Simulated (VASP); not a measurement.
Crystal: MgReP3.

```
Mg Re P
1.0
     3.47951   -3.86311    0.00000
     3.47951    3.86311    0.00000
    -2.13023    0.00000    4.03103
Mg Re P
1 1 3
Cartesian
  3.4795 0.0000 0.0000
  0.0000 0.0000 0.0000
  2.4144 -1.2895 2.0155
  2.4144 1.2895 2.0155
  -1.0651 0.0000 2.0155
```

The cell was generated, and may not be a known phase.

```yaml
Program: VASP 6.6.1
Task: relaxation of cell and atoms
Functional: PBE
Potentials_or_basis: VASP PAW PBE potentials, release 64 (Mg_sv, Re_sv_GW, P)
Cutoff: 840 eV
k_mesh: 4 × 4 × 4
Occupations: gaussian, width 0.2 eV
Spin: no spin polarisation
```

At the start: pressure -8.8 GPa; volume 21.67 Å³/atom.

Question: How do energy, volume and symmetry change on relaxing?

Answer: Over 16 steps the energy falls by 593.4 meV/atom and the volume is 16.09 Å³/atom (-25.8 %); space group C2/m (No. 12, to 0.1 Å) before, Immm (No. 71, to 0.1 Å).

Step by step:
```
step  energy change (eV)  largest force (eV/Å)  pressure (GPa)  volume (Å³)
   1              0.0000                0.6075           -8.77       108.37
   2             -1.0988                0.3450           -0.14        90.64
   3             -1.2940                0.0012            6.44        83.81
   4             -1.8935                0.5114            6.05        80.28
   5             -1.6893                3.5368           29.33        69.77
   6             -2.2756                1.1902            8.51        76.79
   7             -2.3373                1.9888           13.59        74.06
   8             -2.7873                0.8483            4.59        78.18
   9             -2.8586                0.1296           -0.53        82.05
  10             -2.8644                0.2446            0.27        81.30
  11             -2.8646                0.2692            0.42        81.15
  12             -2.8955                0.1771           -0.24        81.32
  13             -2.9382                0.0628           -1.86        81.75
  14             -2.9602                0.0514           -0.01        80.55
  15             -2.9623                0.0489            0.71        80.11
  16             -2.9669                0.0488            0.29        80.46
```

Final structure:
```
Mg Re P
1.0
     3.29622   -3.51354   -0.68214
     3.29622    3.51354   -0.68214
    -2.89465    0.00000    4.07277
Mg Re P
1 1 3
Direct
  0.50000 0.50000 0.00000
  0.00000 0.00000 0.00000
  0.66919 0.33081 0.50000
  0.33081 0.66919 0.50000
  0.00000 0.00000 0.50000
```

Caveat: the k points lie up to 0.41 Å⁻¹ apart in the final cell, too coarse for converged energies and pressures of a metal; the volume moved by over 15 % at a fixed basis, so the end points are rough; the relaxation stopped at a loose force limit of 0.08 eV/Å, so its end isn't a converged minimum.
